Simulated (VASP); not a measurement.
Crystal: ScCo3B2.

```xyz
6
Lattice="4.9002 0.0000 0.0000 -2.4501 4.2437 0.0000 0.0000 0.0000 2.9552" Properties=species:S:1:pos:R:3 pbc="T T T"
Sc    0.0000    0.0000    0.0000
Co    2.4501    0.0000    1.4776
Co    1.2251    2.1219    1.4776
Co   -1.2251    2.1219    1.4776
B     0.0000    2.8292    0.0000
B     2.4501    1.4146    0.0000
```

| Item | Value |
| --- | --- |
| Program | VASP 6.6.1 |
| Task | relaxation of cell and atoms |
| Functional | LDA |
| Potentials or basis | VASP PAW LDA potentials, release 64 (Sc_sv, Co, B) |
| Cutoff | 600 eV |
| k mesh | 9 × 9 × 12 |
| Occupations | gaussian, width 0.1 eV |
| Spin | no spin polarisation |

At the start: pressure -13.4 GPa; volume 10.24 Å³/atom.

Where does the relaxation end?

Over 9 steps the energy falls by 25.5 meV/atom and the volume is 9.66 Å³/atom (-5.7 %); space group P6/mmm (No. 191, to 0.05 Å).

The path:
```
step  energy change (eV)  largest force (eV/Å)  pressure (GPa)  volume (Å³)
   1              0.0000                0.0000          -13.36        61.45
   2              0.0742                0.0000           20.66        54.16
   3             -0.1528                0.0000           -0.08        58.00
   4             -0.1528                0.0000            0.09        57.93
   5             -0.1531                0.0000            0.23        57.93
   6             -0.1532                0.0000            0.22        57.93
   7             -0.1531                0.0000           -0.28        58.04
   8             -0.1532                0.0000           -0.12        57.96
   9             -0.1532                0.0000           -0.02        57.95
```

Final structure:
```
CELL_PARAMETERS angstrom
4.79799 0.00000 0.00000
-2.39900 4.15519 0.00000
0.00000 0.00000 2.90664
ATOMIC_POSITIONS crystal
Sc 0.00000 0.00000 0.00000
Co 0.50000 0.00000 0.50000
Co 0.50000 0.50000 0.50000
Co 0.00000 0.50000 0.50000
B 0.33333 0.66667 0.00000
B 0.66667 0.33333 0.00000
```
